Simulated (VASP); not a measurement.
# Ba (Im-3m) in VASP: notebook

Runs on Ba. Level: LDA. Tasks: single point, relaxation of cell and atoms.

All numbers are computed with VASP 6.6.1; they aren't measurements. Logs are shortened: lines on timing, memory, paths and dates and some standing lists are left out, and cuts for length are marked.

**1. The cell of the first run**

Symmetry: Im-3m, No. 229, cubic system. Conventional cell: a = 4.764 Å, b = 4.764 Å, c = 4.764 Å, α = 90.00°, β = 90.00°, γ = 90.00°. Within 5.4 Å of Ba (site symmetry m-3m) lie 14 Ba at 4.13 to 4.76 Å.

**2. Single point, LDA**

INCAR

```
SYSTEM = Ba
  ALGO = Normal
  EDIFF = 1E-6
  ENCUT = 520
  GGA = CA
  ISIF = 2
  ISMEAR = -1
  LASPH = .TRUE.
  LCHARG = .FALSE.
  LREAL = .FALSE.
  LWAVE = .FALSE.
  NBANDS = 11
  NELM = 60
  PREC = Accurate
  SIGMA = 0.15
```

KPOINTS

```
k-points
0
G
  12 12 12
  0 0 0
```

POSCAR

```
Ba
1.0
   -2.3819154651      2.3819154651      2.3819154651
    2.3819154651     -2.3819154651      2.3819154651
    2.3819154651      2.3819154651     -2.3819154651
Ba
1
Direct
    0.0000000000      0.0000000000      0.0000000000
```

Potentials or basis: VASP PAW LDA potentials, release 64 (Ba_sv).

Run with:

```
$ cat potpaw_LDA.64/Ba_sv/POTCAR > POTCAR
$ mpirun -np 1 vasp_std > vasp.out
```

OUTCAR:

```text
SYSTEM = Ba
   EDIFF = 1E-6
   ENCUT = 520
   GGA = CA
   ISIF = 2
   ISMEAR = -1
   LASPH = .TRUE.
   LREAL = .FALSE.
   NELM = 60
   PREC = Accurate

 ion  position               nearest neighbor table
   1  0.000  0.000  0.000-

  LATTYP: Found a body centered cubic cell.
 ALAT       =     4.7638309302

  Lattice vectors:

 A1 = (  -2.3819154651,   2.3819154651,   2.3819154651)
 A2 = (   2.3819154651,  -2.3819154651,   2.3819154651)
 A3 = (   2.3819154651,   2.3819154651,  -2.3819154651)

Analysis of symmetry for initial positions (statically):
=====================================================================
 Subroutine PRICEL returns:
 Original cell was already a primitive cell.

 Routine SETGRP: Setting up the symmetry group for a
 body centered cubic supercell.

 Subroutine GETGRP returns: Found 48 space group operations
 (whereof 48 operations were pure point group operations)
 out of a pool of 48 trial point group operations.

The static configuration has the point symmetry O_h .

Analysis of symmetry for dynamics (positions and initial velocities):
=====================================================================
 Subroutine PRICEL returns:
 Original cell was already a primitive cell.

 Routine SETGRP: Setting up the symmetry group for a
 body centered cubic supercell.

 Subroutine GETGRP returns: Found 48 space group operations
 (whereof 48 operations were pure point group operations)
 out of a pool of 48 trial point group operations.

The dynamic configuration has the point symmetry O_h .

 Subroutine INISYM returns: Found 48 space group operations
 (whereof 48 operations are pure point group operations),
 and found     1 'primitive' translations

----------------------------------------------------------------------------------------

                                     Primitive cell

  volume of cell :      54.0554

  direct lattice vectors                    reciprocal lattice vectors
    -2.381915465  2.381915465  2.381915465     0.000000000  0.209915090  0.209915090
     2.381915465 -2.381915465  2.381915465     0.209915090  0.000000000  0.209915090
     2.381915465  2.381915465 -2.381915465     0.209915090  0.209915090  0.000000000

  length of vectors
     4.125598605  4.125598605  4.125598605     0.296864768  0.296864768  0.296864768

  position of ions in fractional coordinates (direct lattice)
     0.000000000  0.000000000  0.000000000

  ion indices of the primitive-cell ions
   primitive index   ion index
                 1           1

----------------------------------------------------------------------------------------

 KPOINTS: k-points

Automatic generation of k-mesh.
 Grid dimensions read from file:
 generate k-points for:   12   12   12

 Generating k-lattice:

  Cartesian coordinates                     Fractional coordinates (reciprocal lattice)
     0.000000000  0.017492924  0.017492924     0.083333333  0.000000000  0.000000000
     0.017492924  0.000000000  0.017492924     0.000000000  0.083333333  0.000000000
     0.017492924  0.017492924  0.000000000     0.000000000  0.000000000  0.083333333

  Length of vectors
     0.024738731  0.024738731  0.024738731

  Shift w.r.t. Gamma in fractional coordinates (k-lattice)
     0.000000000  0.000000000  0.000000000

 Subroutine IBZKPT returns following result:
 ===========================================

 Found     72 irreducible k-points:

 Following reciprocal coordinates:
            Coordinates               Weight
  0.000000  0.000000  0.000000      1.000000
  0.083333  0.000000  0.000000     12.000000
  0.166667  0.000000  0.000000     12.000000
  0.250000  0.000000  0.000000     12.000000
  0.333333  0.000000  0.000000     12.000000
  0.416667  0.000000  0.000000     12.000000
[... 16 lines left out ...]
  0.333333  0.083333  0.083333     24.000000
  0.416667  0.083333  0.083333     12.000000
 [... further k-points ...]
   k-points           NKPTS =     72   k-points in BZ     NKDIM =     72   number of bands    NBANDS=     11
   number of dos      NEDOS =    301   number of ions     NIONS =      1
   total plane-waves  NPLWV =  32768
   dimension x,y,z NGX =    32 NGY =   32 NGZ =   32
   dimension x,y,z NGXF=    64 NGYF=   64 NGZF=   64
   ions per type =               1
   NGX,Y,Z   is equivalent  to a cutoff of  12.89, 12.89, 12.89 a.u.
   NGXF,Y,Z  is equivalent  to a cutoff of  25.79, 25.79, 25.79 a.u.
 SYSTEM =  Ba
   PREC   = accura    normal or accurate (medium, high low for compatibility)
   ISTART =      0    job   : 0-new  1-cont  2-samecut
   ICHARG =      2    charge: 1-file 2-atom 10-const
   ISPIN  =      1    spin polarized calculation?
   LNONCOLLINEAR =      F non collinear calculations
   LSORBIT =      F    spin-orbit coupling
   LASPH  =      T    aspherical Exc in radial PAW
   ENCUT  =  520.0 eV  38.22 Ry    6.18 a.u.   7.67  7.67  7.67*2*pi/ulx,y,z
   NELM   =     60;   NELMIN=  2; NELMDL= -5     # of ELM steps
   EDIFF  = 0.1E-05   stopping-criterion for ELM
   LREAL  =      F    real-space projection
   EDIFFG = 0.1E-04   stopping-criterion for IOM
   NSW    =      0    number of steps for IOM
   IBRION =     -1    ionic relax: 0-MD 1-quasi-New 2-CG
   NFREE  =      0    steps in history (QN), initial steepest desc. (CG)
   ISIF   =      2    stress and relaxation
   ISYM   =      2    0-nonsym 1-usesym 2-fastsym
   POTIM  = 0.5000    time-step for ionic-motion
   TEBEG  =    0.0;   TEEND  =   0.0 temperature during run
   PSTRESS=    0.0 pullay stress
   NELECT =      10.0000    total number of electrons
   NUPDOWN=      -1.0000    fix difference up-down
   EMIN   =  10.00;   EMAX   =-10.00  energy-range for DOS
   EFERMI =   0.00;   METHOD = LEGACY
   ISMEAR =    -1;   SIGMA  =   0.15  broadening in eV -4-tet -1-fermi 0-gaus
   EFERMI_NEDOS =   21; number of points for ismear=-14 and -15
   IALGO  =     38    algorithm
   IMIX   =      4    mixing-type and parameters
     AMIX     =   0.40;   BMIX     =  1.00
     AMIX_MAG =   1.60;   BMIX_MAG =  1.00
  volume/ion in A,a.u.               =      54.06       364.78
  Fermi-wavevector in a.u.,A,eV,Ry     =   0.932814  1.762763 11.839006  0.870142
  Thomas-Fermi vector in A             =   2.059451
   LORBIT       =      0    0 simple, 1 ext, 2 COOP (PROOUT), +10 PAW based schemes
   GGA     = CA    functional components
   LHFCALC =     F    Hartree Fock is set to
   AEXX    =    0.0000 exact exchange contribution
   IVDW    =     0    specifies the selected vdW correction
   LEPSILON=     F    determine dielectric tensor
   LRPA    =     F    only Hartree local field effects (RPA)
 non-spin polarized calculation
  energy-cutoff  :      520.00
  volume of cell :       54.06
 maximum number of plane-waves:      1484
   NGX = 15   NGY = 15   NGZ = 15

 number of electron      10.0000000 magnetization

 number of electron       9.9999999 magnetization

 Free energy of the ion-electron system (eV)
  ---------------------------------------------------
  ext. energy  EPLUGINS =         0.00000000
  ---------------------------------------------------
  free energy    TOTEN  =        -2.29663689 eV

  energy without entropy =       -2.19461827  energy(sigma->0) =       -2.24562758

 E-fermi :   1.9940     XC(G=0):  -8.1287

 val. band max:        1.9874103519   @ k =  -0.3333   0.5000   0.1667
 cond. band min:       2.0043759790   @ k =   0.3333   0.3333   0.0000
 fundamental gap:      0.0169656271
 Fermi energy:         1.9939806264

 k-point     1 :       0.0000    0.0000    0.0000
  band No.  band energies     occupation
      1     -26.6147      2.00000
      2     -11.4586      2.00000
      3     -11.4586      2.00000
      4     -11.4586      2.00000
      5      -0.8427      2.00000
      6       3.8887      0.00001
      7       3.8887      0.00001
      8       3.8887      0.00001
      9       5.5726      0.00000
     10       5.5726      0.00000
     11       9.3848      0.00000

 k-point     2 :       0.0833    0.0000    0.0000
  band No.  band energies     occupation
      1     -26.6091      2.00000
      2     -11.5149      2.00000
      3     -11.4752      2.00000
      4     -11.4591      2.00000
      5      -0.6843      2.00000
      6       3.7621      0.00002
      7       3.8273      0.00001
      8       4.0493      0.00000
      9       5.3563      0.00000
     10       5.5581      0.00000
     11       9.5686      0.00000

 k-point     3 :       0.1667    0.0000    0.0000
  band No.  band energies     occupation
      1     -26.5936      2.00000
      2     -11.6639      2.00000
      3     -11.5201      2.00000
      4     -11.4606      2.00000
      5      -0.2514      2.00000
      6       3.4590      0.00011
      7       3.5647      0.00006
      8       4.5224      0.00000
      9       5.1610      0.00000
     10       5.5531      0.00000
     11       9.9679      0.00000

 k-point     4 :       0.2500    0.0000    0.0000
  band No.  band energies     occupation
      1     -26.5724      2.00000
      2     -11.8573      2.00000
      3     -11.5802      2.00000
      4     -11.4626      2.00000
      5       0.3189      1.99997
      6       3.1145      0.00114
      7       3.2209      0.00056
      8       5.2809      0.00000
      9       5.2814      0.00000
     10       5.6266      0.00000
     11       9.9535      0.00000

 k-point     5 :       0.3333    0.0000    0.0000
  band No.  band energies     occupation
      1     -26.5509      2.00000
      2     -12.0406      2.00000
      3     -11.6390      2.00000
      4     -11.4647      2.00000
      5       0.7723      1.99942
      6       2.8229      0.00793
      7       3.1764      0.00075
      8       5.5168      0.00000
      9       5.8156      0.00000
     10       6.2749      0.00000
     11       9.2268      0.00000
[... 211 lines left out ...]
 k-point    21 :       0.1667    0.0833    0.0833
  band No.  band energies     occupation
      1     -26.5659      2.00000
      2     -11.9103      2.00000
      3     -11.5668      2.00000
      4     -11.5049      2.00000
      5       0.5819      1.99984
      6       2.9442      0.00354
      7       2.9561      0.00327
      8       5.4287      0.00000
      9       5.6882      0.00000
     10       5.8634      0.00000
     11      10.2621      0.00000

 k-point    22 :       0.2500    0.0833    0.0833
  band No.  band energies     occupation
      1     -26.5469      2.00000
      2     -12.0442      2.00000
      3     -11.6479      2.00000
      4     -11.5115      2.00000
      5       1.0818      1.99544
      6       2.7041      0.01742
      7       2.9033      0.00465
      8       5.6095      0.00000
      9       5.9303      0.00000
     10       6.8331      0.00000
     11       9.6064      0.00000

 k-point    23 :       0.3333    0.0833    0.0833
  band No.  band energies     occupation
      1     -26.5329      2.00000
      2     -12.1345      2.00000
      3     -11.7110      2.00000
      4     -11.5163      2.00000
      5       1.2631      1.98481
      6       2.5574      0.04567
      7       3.2759      0.00039
      8       5.7388      0.00000
      9       6.1623      0.00000
     10       7.7500      0.00000
     11       8.8944      0.00000

 k-point    24 :       0.4167    0.0833    0.0833
  band No.  band energies     occupation
      1     -26.5278      2.00000
      2     -12.1663      2.00000
      3     -11.7347      2.00000
      4     -11.5181      2.00000
      5       1.2762      1.98343
      6       2.5082      0.06286
      7       3.5654      0.00006
      8       5.7275      0.00000
      9       6.2786      0.00000
     10       8.3526      0.00000
     11       8.6038      0.00000

 [... further k-points ...]
[... 5 lines left out ...]
  --------------------------------------------------------------------------------------
  -------------------------------------------------------------------------------------
  Total        0.0307959      0.0307959      0.0307959      0.0000000      0.0000000     -0.0000000
  in kB        0.9127762      0.9127762      0.9127762      0.0000000      0.0000000     -0.0000000
  external PRESSURE =       0.9127762 kB  Pullay stress =       0.0000000 kB

 VOLUME and BASIS-vectors are now :
 -----------------------------------------------------------------------------
  energy-cutoff  :      520.00
  volume of cell :       54.06
      direct lattice vectors                 reciprocal lattice vectors
    -2.381915465  2.381915465  2.381915465     0.000000000  0.209915090  0.209915090
     2.381915465 -2.381915465  2.381915465     0.209915090  0.000000000  0.209915090
     2.381915465  2.381915465 -2.381915465     0.209915090  0.209915090  0.000000000

 POSITION                                       TOTAL-FORCE (eV/Angst)
 -----------------------------------------------------------------------------------
      0.00000      0.00000      0.00000        -0.000000     -0.000000      0.000000
 -----------------------------------------------------------------------------------
    total drift:                                0.000000      0.000000     -0.000000

  FREE ENERGIE OF THE ION-ELECTRON SYSTEM (eV)
  ---------------------------------------------------
  free  energy   TOTEN  =        -2.2966368865 eV

  energy  without entropy=       -2.1946182717  energy(sigma->0) =       -2.24562758
```

It took 15 s on 1 thread of AMD EPYC 9R45 (Zen 5), shared host; peak memory 0.15 GiB.

What came out:

```yaml
Free_energy: -2.2966 eV
Pressure: 0.1 GPa
Band_gap_on_the_k_mesh: zero (bands 5 and 6 overlap by 1.45 eV)
```

Caveat: spin-orbit coupling is left out, which moves the levels of the heavy elements.

(Part 1 of 2 ends here.)

The gap in the log of VASP goes by the Fermi energy; the results here count the filled bands.